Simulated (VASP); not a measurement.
Sb, 2 atoms in the cell. It takes space group R-3m (No. 166, trigonal). Conventional cell: a = 4.201 Å, b = 4.201 Å, c = 10.542 Å, α = 90.00°, β = 90.00°, γ = 120.00°. Within 3.8 Å of Sb (site symmetry 3m) lie 6 Sb at 2.88 to 3.12 Å. 

```yaml
Program: VASP 6.6.1
Task: relaxation of cell and atoms
Functional: PBE
Dispersion: D3(BJ)
Potentials_or_basis: VASP PAW PBE potentials, release 64 (Sb)
Cutoff: 600 eV
k_mesh: 6 × 6 × 6
Occupations: gaussian, width 0.1 eV
Spin: no spin polarisation
Target_pressure: 6.4 GPa
Dipole_correction: no
Further_INCAR_settings: ALGO = Normal; EDIFF = 1e-06; IBRION = 2; EDIFFG = -0.05; NSW = 80; ISIF = 3
```

Potentials or basis: VASP PAW PBE potentials, release 64 (Sb).

Run with:

```bash
$ cat potpaw_PBE.64/Sb/POTCAR > POTCAR
$ mpirun -np 1 vasp_std > vasp.out
```

Hardware: 1 thread of Intel(R) Xeon(R) 6975P-C (Granite Rapids), on a shared host.

**Question.** How long does it take, and how much memory?

**Answer.** It took 8.7 s on 1 thread of Intel(R) Xeon(R) 6975P-C (Granite Rapids), on a shared host, peak memory 0.21 GiB. Counts: scf iterations 11, k points 32, ion steps 1.
